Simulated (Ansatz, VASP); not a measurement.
**MoH2 in VASP and in Ansatz**

```xyz
3
Lattice="0.0000 2.4932 2.4932 2.4932 0.0000 2.4932 2.4932 2.4932 0.0000" Properties=species:S:1:pos:R:3 pbc="T T T"
H     3.7398    3.7398    3.7398
H     2.4932    2.4932    2.4932
Mo    0.0000    0.0000    0.0000
```

Change from the starting cell: species swapped into the Cu2Se type (F-43m, No. 216).

Alike in both runs: task relaxation of cell and atoms; functional PBE; k mesh 6 × 6 × 6; occupations gaussian, width 0.1 eV; no spin polarisation.

```csv
,VASP,Ansatz
version,VASP 6.6.1,Ansatz 0.2.0
potentials or method,"VASP PAW PBE potentials, release 64 (H, Mo_sv), cutoff 600 eV","scalar-relativistic, plane waves, PAW"
valence electrons in the cell,16,16
```

Ansatz gave:

* gap on the k mesh at the Fermi level, each at its own relaxed structure (eV): none
* relaxed volume (Å³/atom): 6.80
* relaxed cell length with the largest relative difference (Å): 3.067

Q: Estimate VASP's values.

A: gap on the k mesh at the Fermi level, each at its own relaxed structure (eV): none; relaxed volume (Å³/atom): 6.83; relaxed cell length with the largest relative difference (Å): 3.071.

A gap of «none» marks a metal or a gap that the smearing closes.

The k mesh is coarse, so the values compare programs but aren't converged. Noted on VASP's run: the volume moved by over 15 % at a fixed basis, so the end points are rough.
